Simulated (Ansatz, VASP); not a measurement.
# Al in VASP and in Ansatz

Contents of INCAR:

```
SYSTEM = Al
  PREC = Accurate
  ENCUT = 520
  EDIFF = 1E-7
  ISMEAR = 0
  SIGMA = 0.1
  LREAL = .False.
  LASPH = .True.
  NELM = 100
  ALGO = Normal
  ISIF = 2
  LWAVE = .False.
  LCHARG = .False.
  GGA = PE
  NBANDS = 8
```

Contents of KPOINTS:

```
regular mesh
0
Gamma
  18 18 18
  0 0 0
```

The input POSCAR:

```
Al
1.0
   -1.5500341191      1.5500341191      1.5500341191
    1.5500341191     -1.5500341191      1.5500341191
    1.5500341191      1.5500341191     -1.5500341191
Al
1
Direct
    0.0000000000      0.0000000000      0.0000000000
```

Input for Ansatz:

```yaml
crystal:
  lattice:
    - [-1.5500341191, 1.5500341191, 1.5500341191]
    - [1.5500341191, -1.5500341191, 1.5500341191]
    - [1.5500341191, 1.5500341191, -1.5500341191]
  atoms:
    - { symbol: Al, position: [0.0, 0.0, 0.0] }
basis:
  ecutwfc: 420
kpoints:
  mp_grid: { grid: [18, 18, 18] }
hamiltonian:
  xc: pbe
scf:
  occupations: { method: gaussian, width: 0.1 }
output:
  forces: true
  stress: true
  eigenvalues: true
```

Alike in both runs: task single point; functional PBE; k mesh 18 × 18 × 18; occupations gaussian, width 0.1 eV; no spin polarisation.

```csv
,VASP,Ansatz
version,VASP 6.6.1,Ansatz 0.2.0
potentials or method,"VASP PAW PBE potentials, release 64 (Al), cutoff 520 eV","scalar-relativistic, plane waves, PAW"
valence electrons in the cell,3,3
```

|  | VASP | Ansatz | Ansatz less VASP |
| --- | --- | --- | --- |
| gap on the k mesh at the Fermi level (eV) | none | none | - |
| pressure (GPa) | 11.6 | 11.6 | +0.02 |

A gap of «none» marks a metal or a gap that the smearing closes.
